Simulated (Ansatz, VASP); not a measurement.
# Pd in VASP and in Ansatz

The input INCAR:

```
SYSTEM = Pd
PREC = Accurate
ENCUT = 520
EDIFF = 1E-6
ISMEAR = -1
SIGMA = 0.1
LREAL = .FALSE.
LASPH = .TRUE.
NELM = 100
ALGO = Normal
ISIF = 2
LWAVE = .FALSE.
LCHARG = .TRUE.
GGA = PS
LELF = .TRUE.
LVHAR = .TRUE.
NBANDS = 17
```

Contents of KPOINTS:

```
regular mesh
0
G
  11 11 11
  0 0 0
```

POSCAR

```
Pd
1.0
    0.0000000000      2.8816938956      2.8816938956
    2.8816938956      0.0000000000      2.8816938956
    2.8816938956      2.8816938956      0.0000000000
Pd
2
Direct
    0.1250000000      0.1250000000      0.1250000000
    0.8750000000      0.8750000000      0.8750000000
```

Input for Ansatz:

```yaml
crystal:
  lattice:
    - [0.0, 2.8816938956, 2.8816938956]
    - [2.8816938956, 0.0, 2.8816938956]
    - [2.8816938956, 2.8816938956, 0.0]
  atoms:
    - { symbol: Pd, position: [0.125, 0.125, 0.125] }
    - { symbol: Pd, position: [0.875, 0.875, 0.875] }
hamiltonian:
  xc: pbesol
  pseudopotentials:
    kind: paw
    azcp:
      Pd: "pseudopotentials/Pd.paw.azcp"
basis:
  ecutwfc: 420
  fft_grid_basis: typed
kpoints:
  mp_grid: { grid: [11, 11, 11], shift: [0, 0, 0] }
magnetization:
  spin_polarized: false
scf:
  occupations: { method: fermi_dirac, width: 0.1 }
  lower_state_search: "off"
output:
  stress: true
```

Alike in both runs: task single point; functional PBEsol; k mesh 11 × 11 × 11; occupations fermi-dirac, width 0.1 eV; no spin polarisation.

|  | VASP | Ansatz |
| --- | --- | --- |
| version | VASP 6.6.1 | Ansatz 0.2.0 |
| potentials or method | VASP PAW PBE potentials, release 64 (Pd), cutoff 520 eV | plane waves (420 eV) with PAW, scalar-relativistic |
| valence electrons in the cell | 20 | 36 |

|  | VASP | Ansatz | Ansatz less VASP |
| --- | --- | --- | --- |
| pressure (GPa) | -3.3 | -2.9 | +0.33 |

VASP's potentials were made for PBE, not for PBEsol, and Ansatz warns of the same on its side. The functional is the same, so the differences come from potentials, cutoffs and numerics. VASP's potentials hold 20 valence electrons a cell and Ansatz's 36, so a difference there can come from the potentials and not from the codes.
